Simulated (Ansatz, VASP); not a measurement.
# Two plane-wave programs on Pd

INCAR

```
SYSTEM = Pd
PREC = Accurate
ENCUT = 600
EDIFF = 1E-7
ISMEAR = -1
SIGMA = 0.1
LREAL = .False.
LASPH = .True.
NELM = 80
ALGO = Normal
ISIF = 3
LWAVE = .False.
LCHARG = .False.
GGA = B5
ALDAX = 1.0
AGGAX = 1.0
AGGAC = 1.0
ALDAC = 0.0
IBRION = 2
NSW = 80
EDIFFG = -0.01
```

File KPOINTS:

```
Automatic mesh
0
Gamma
  13 13 4
  0 0 0
```

File POSCAR:

```
Pd
1.0
    2.7505001182      0.0000000000      0.0000000000
   -1.3752500591      2.3820029755      0.0000000000
    0.0000000000      0.0000000000      8.9831333861
Pd
4
Direct
    0.0000000000      0.0000000000      0.0000000000
    0.0000000000      0.0000000000      0.5000000000
    0.3333333333      0.6666666667      0.2500000000
    0.6666666667      0.3333333333      0.7500000000
```

Input for Ansatz:

```yaml
crystal:
  lattice:
    - [2.7505001182, 0.0, 0.0]
    - [-1.3752500591, 2.3820029755, 0.0]
    - [0.0, 0.0, 8.9831333861]
  atoms:
    - { symbol: Pd, position: [0.0, 0.0, 0.0] }
    - { symbol: Pd, position: [0.0, 0.0, 0.5] }
    - { symbol: Pd, position: [0.3333333333, 0.6666666667, 0.25] }
    - { symbol: Pd, position: [0.6666666667, 0.3333333333, 0.75] }
hamiltonian:
  xc: blyp
  pseudopotentials:
    kind: paw
    azcp:
      Pd: "pseudopotentials/Pd.paw.azcp"
basis:
  ecutwfc: 420
  fft_grid_basis: typed
kpoints:
  mp_grid: { grid: [13, 13, 4], shift: [0, 0, 0] }
magnetization:
  spin_polarized: false
scf:
  occupations: { method: fermi_dirac, width: 0.1 }
relax:
  max_steps: 60
  f_tol: 0.01
  cell: {}
```

Alike in both runs: task relaxation of cell and atoms; functional BLYP; k mesh 13 × 13 × 4; occupations fermi-dirac, width 0.1 eV; no spin polarisation.

|  | VASP | Ansatz |
| --- | --- | --- |
| version | VASP 6.6.1 | Ansatz 0.2.0 |
| potentials or method | VASP PAW PBE potentials, release 64 (Pd), cutoff 600 eV | plane waves (420 eV) with PAW, scalar-relativistic |
| valence electrons in the cell | 40 | 72 |

|  | VASP | Ansatz | Ansatz less VASP |
| --- | --- | --- | --- |
| relaxed volume (Å³/atom) | 16.44 | 16.41 | -0.032 |
| relaxed cell length with the largest relative difference (Å) | 2.844 | 2.841 | -0.0025 |

VASP's potentials were made for PBE, not for BLYP. VASP's potentials hold 40 valence electrons a cell and Ansatz's 72, so a difference there can come from the potentials and not from the codes.

Noted on VASP's run: too few bands were computed for a metal, which touches its energy and stress.
